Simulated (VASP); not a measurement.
# Rh (P6_3/mmc) in VASP: a series of runs, part 2 of 2

VASP 6.6.1. The steps go on from the part before.

## Step 4: Single point, revPBE

This run uses another cell than the first one, of 14.32 Å³/atom, 0.893 times its volume.

File INCAR:

```
SYSTEM = Rh
ALGO = Normal
EDIFF = 1E-7
ENCUT = 520
GGA = RE
ISIF = 2
ISMEAR = -1
LASPH = .TRUE.
LCHARG = .TRUE.
LELF = .TRUE.
LREAL = .FALSE.
LVHAR = .TRUE.
LWAVE = .FALSE.
NBANDS = 22
NELM = 60
PREC = Accurate
SIGMA = 0.1
```

File KPOINTS:

```
k-points
0
G
  22 22 12
  0 0 0
```

File POSCAR:

```
Rh
1.0
    2.7378472327      0.0000000000      0.0000000000
   -1.3689236163      2.3710452552      0.0000000000
    0.0000000000      0.0000000000      4.4109024808
Rh
2
Direct
    0.3333333333      0.6666666667      0.2500000000
    0.6666666667      0.3333333333      0.7500000000
```

Potentials or basis: VASP PAW PBE potentials, release 64 (Rh_pv).

The run is started by

```
$ cat potpaw_PBE.64/Rh_pv/POTCAR > POTCAR
$ mpirun -np 1 vasp_std > vasp.out
```

OUTCAR:

```text
SYSTEM = Rh
   EDIFF = 1E-7
   ENCUT = 520
   GGA = RE
   ISIF = 2
   ISMEAR = -1
   LASPH = .TRUE.
   LREAL = .FALSE.
   NELM = 60
   PREC = Accurate

 ion  position               nearest neighbor table
   1  0.333  0.667  0.250-   2 2.71   2 2.71   2 2.71   2 2.71   2 2.71   2 2.71
   2  0.667  0.333  0.750-   1 2.71   1 2.71   1 2.71   1 2.71   1 2.71   1 2.71

  LATTYP: Found a hexagonal cell.
 ALAT       =     2.7378472327
 C/A-ratio  =     1.6110842227

  Lattice vectors:

 A1 = (   2.7378472327,   0.0000000000,   0.0000000000)
 A2 = (  -1.3689236163,   2.3710452552,   0.0000000000)
 A3 = (   0.0000000000,   0.0000000000,   4.4109024808)

Analysis of symmetry for initial positions (statically):
=====================================================================
 Subroutine PRICEL returns:
 Original cell was already a primitive cell.

 Routine SETGRP: Setting up the symmetry group for a
 hexagonal supercell.

 Subroutine GETGRP returns: Found 24 space group operations
 (whereof 12 operations were pure point group operations)
 out of a pool of 24 trial point group operations.
[... 153 lines left out ...]

 number of electron      30.0000010 magnetization

 Free energy of the ion-electron system (eV)
  ---------------------------------------------------
  ext. energy  EPLUGINS =         0.00000000
  ---------------------------------------------------
  free energy    TOTEN  =       -13.48526907 eV

  energy without entropy =      -13.36768931  energy(sigma->0) =      -13.42647919

 E-fermi :  11.3215     XC(G=0): -13.6976

 val. band max:       11.3166791807   @ k =   0.3636   0.0909   0.2500
 cond. band min:      11.3235581440   @ k =   0.3636  -0.0000   0.2500
 fundamental gap:      0.0068789632
 Fermi energy:        11.3214843826

 k-point     1 :       0.0000    0.0000    0.0000
  band No.  band energies     occupation
      1     -35.7142      2.00000
      2     -35.1422      2.00000
      3     -35.1422      2.00000
      4     -35.0572      2.00000
      5     -35.0464      2.00000
      6     -35.0464      2.00000
[... 589 lines left out ...]
     21      27.7065      0.00000
     22      29.8380      0.00000

 [... further k-points ...]
[... 5 lines left out ...]
  --------------------------------------------------------------------------------------
  -------------------------------------------------------------------------------------
  Total        0.0058665      0.0058665      0.0270616      0.0000000     -0.0000000      0.0000000
  in kB        0.3282544      0.3282544      1.5142127      0.0000000     -0.0000000      0.0000000
  external PRESSURE =       0.7235738 kB  Pullay stress =       0.0000000 kB

 VOLUME and BASIS-vectors are now :
 -----------------------------------------------------------------------------
  energy-cutoff  :      520.00
  volume of cell :       28.63
      direct lattice vectors                 reciprocal lattice vectors
     2.737847233  0.000000000  0.000000000     0.365250474  0.210877460  0.000000000
    -1.368923616  2.371045255  0.000000000     0.000000000  0.421754919  0.000000000
     0.000000000  0.000000000  4.410902481     0.000000000  0.000000000  0.226710975

 POSITION                                       TOTAL-FORCE (eV/Angst)
 -----------------------------------------------------------------------------------
     -0.00000      1.58070      1.10273        -0.000000      0.000000      0.000000
      1.36892      0.79035      3.30818         0.000000     -0.000000      0.000000
 -----------------------------------------------------------------------------------
    total drift:                               -0.000000      0.000000     -0.000000

  FREE ENERGIE OF THE ION-ELECTRON SYSTEM (eV)
  ---------------------------------------------------
  free  energy   TOTEN  =       -13.4852690738 eV

  energy  without entropy=      -13.3676893107  energy(sigma->0) =      -13.42647919
```

OSZICAR:

```text
N       E                     dE             d eps       ncg     rms          rms(c)
DAV:   1     0.328301834141E+03    0.32830E+03   -0.19097E+04 16040   0.158E+03
DAV:   2    -0.721393384572E+01   -0.33552E+03   -0.32369E+03 16652   0.472E+02
DAV:   3    -0.143297643962E+02   -0.71158E+01   -0.70737E+01 18620   0.777E+01
DAV:   4    -0.143772939941E+02   -0.47530E-01   -0.47524E-01 18120   0.640E+00
DAV:   5    -0.143780445143E+02   -0.75052E-03   -0.75051E-03 18788   0.834E-01    0.128E+01
DAV:   6    -0.135138717253E+02    0.86417E+00   -0.20626E+00 17696   0.153E+01    0.461E+00
DAV:   7    -0.134899439970E+02    0.23928E-01   -0.38433E-02 18386   0.174E+00    0.218E+00
DAV:   8    -0.134855241143E+02    0.44199E-02   -0.67598E-03 16898   0.917E-01    0.302E-01
DAV:   9    -0.134852632519E+02    0.26086E-03   -0.21328E-04 18680   0.167E-01    0.202E-02
DAV:  10    -0.134852695734E+02   -0.63215E-05   -0.10054E-05 17780   0.337E-02    0.429E-03
DAV:  11    -0.134852693112E+02    0.26221E-06   -0.66638E-07 18930   0.801E-03    0.180E-03
DAV:  12    -0.134852690028E+02    0.30844E-06   -0.32531E-08 10024   0.198E-03    0.402E-04
DAV:  13    -0.134852690738E+02   -0.71007E-07   -0.25510E-09  8920   0.439E-04
   1 F= -.13485269E+02 E0= -.13426479E+02  d E =-.117580E+00
```

Wall time 66 s (1 thread of Intel Xeon 6975P-C (Granite Rapids), shared host); peak memory 0.28 GiB.

What came out:

```yaml
Free_energy: -13.4853 eV
Pressure: 0.1 GPa
Band_gap_on_the_k_mesh: zero (band 15 reaches 11.92 eV, above the bottom of band 16 at 9.70 eV)
```

Levels at points of the mesh, in eV from the Fermi level:
| k point | band 12 | band 13 | band 14 | band 15 | band 16 | band 17 | band 18 | band 19 |
| --- | --- | --- | --- | --- | --- | --- | --- | --- |
| (0.00, 0.00, 0.00) | -2.34 | -2.34 | -1.81 | -1.81 | 0.13 | 0.13 | 0.84 | 8.32 |
| (0.50, 0.00, 0.00) | -2.08 | -2.02 | 0.38 | 0.60 | 0.67 | 2.91 | 4.95 | 10.10 |
| (0.00, 0.00, 0.50) | -2.95 | -2.95 | -2.95 | -0.41 | -0.41 | -0.41 | -0.41 | 14.72 |
| (0.50, 0.00, 0.50) | -1.57 | -0.27 | -0.27 | 0.56 | 0.56 | 2.64 | 2.64 | 8.98 |

Caveat: the PAW data sets were made with another functional, which shifts forces and pressure a little.

## Step 5: Overview

| task | cell | k mesh | cutoff (eV) | gap on the mesh (eV) | pressure (GPa) |
| --- | --- | --- | --- | --- | --- |
| single point | a = 2.843, b = 2.843, c = 4.581 Å, angles 90.0, 90.0, 120.0°, 2 atoms | 15 × 15 × 8 | 520 | none | -19.9 |
| relaxation of cell and atoms | relaxed from a = 2.689, b = 2.689, c = 4.391 Å, angles 90.0, 90.0, 120.0°, 2 atoms | 13 × 13 × 7 | 600 | none | 0.0 |
| single point | a = 2.738, b = 2.738, c = 4.411 Å, angles 90.0, 90.0, 120.0°, 2 atoms | 22 × 22 × 12 | 520 | none | 0.1 |

Alike in all rows: level revPBE; potentials or basis VASP PAW PBE potentials, release 64 (Rh_pv); no spin polarisation; smearing fermi-dirac 0.1 eV.

Caveats: the PAW data sets were made with another functional, which shifts forces and pressure a little.

Total energies depend on the potentials used, so only differences within one code and one set of settings carry meaning.
